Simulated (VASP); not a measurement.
Input of a VASP 6.6.1 run:

INCAR

```
SYSTEM = Se
ALGO = Normal
EDIFF = 1E-6
ENCUT = 520
GGA = RE
ISIF = 2
ISMEAR = -1
LASPH = .True.
LCHARG = .False.
LREAL = .False.
LWAVE = .False.
NBANDS = 9
NELM = 100
PREC = Accurate
SIGMA = 0.1
```

Contents of KPOINTS:

```
k-points
0
Gamma
  14 14 14
  0 0 0
```

Contents of POSCAR:

```
Se
1.0
   -1.7530737972      1.7530737972      1.7530737972
    1.7530737972     -1.7530737972      1.7530737972
    1.7530737972      1.7530737972     -1.7530737972
Se
1
Direct
    0.0000000000      0.0000000000      0.0000000000
```

Potentials or basis: VASP PAW PBE potentials, release 64 (Se).

The run is started by

```console
$ cat potpaw_PBE.64/Se/POTCAR > POTCAR
$ mpirun -np 1 vasp_std > vasp.out
```

Estimate the band gap on the k mesh.

zero (band 3 reaches 7.55 eV, above the bottom of band 4 at 1.87 eV).

Estimate the pressure.

-2.2 GPa.

Caveat: the PAW data sets were made with another functional, which shifts forces and pressure a little.
